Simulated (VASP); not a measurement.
# Ag: single point with PBE

Crystal: Ag.

```
Ag
1.0
     0.00000    2.07375    2.07375
     2.07375    0.00000    2.07375
     2.07375    2.07375    0.00000
Ag
1
Direct
  0.00000 0.00000 0.00000
```

This cell differs from its parent crystal: strain +0.015 along x and y, +0.015 along z.

```yaml
Program: VASP 6.6.1
Task: single point
Functional: PBE
Potentials_or_basis: VASP PAW PBE potentials, release 64 (Ag)
Cutoff: 520 eV
k_mesh: 10 × 10 × 10
Occupations: gaussian, width 0.15 eV
Spin: no spin polarisation
Dipole_correction: no
Further_INCAR_settings: ALGO = Normal; EDIFF = 1e-06; NBANDS = 12
```

- Pressure: 0.1 GPa

Levels at points of the mesh, in eV from the Fermi level:
```csv
k point,band 2,band 3,band 4,band 5,band 6,band 7,band 8,band 9,band 10,band 11
"(0.00, 0.00, 0.00)",-4.57,-4.57,-4.57,-3.62,-3.62,15.99,19.30,19.30,19.30,24.00
"(0.50, 0.00, 0.00)",-4.59,-4.59,-2.88,-2.88,-0.20,3.44,15.22,17.48,17.48,22.29
"(0.50, 0.50, 0.00)",-5.96,-2.91,-2.69,-2.69,1.72,6.47,10.51,10.51,16.73,16.75
```

Wall time 10 s on 1 thread of Intel Xeon 8259CL, on a shared host, peak memory 0.14 GiB.

Caveat: the cell differs from its parent crystal (strain +0.015 along x and y, +0.015 along z).
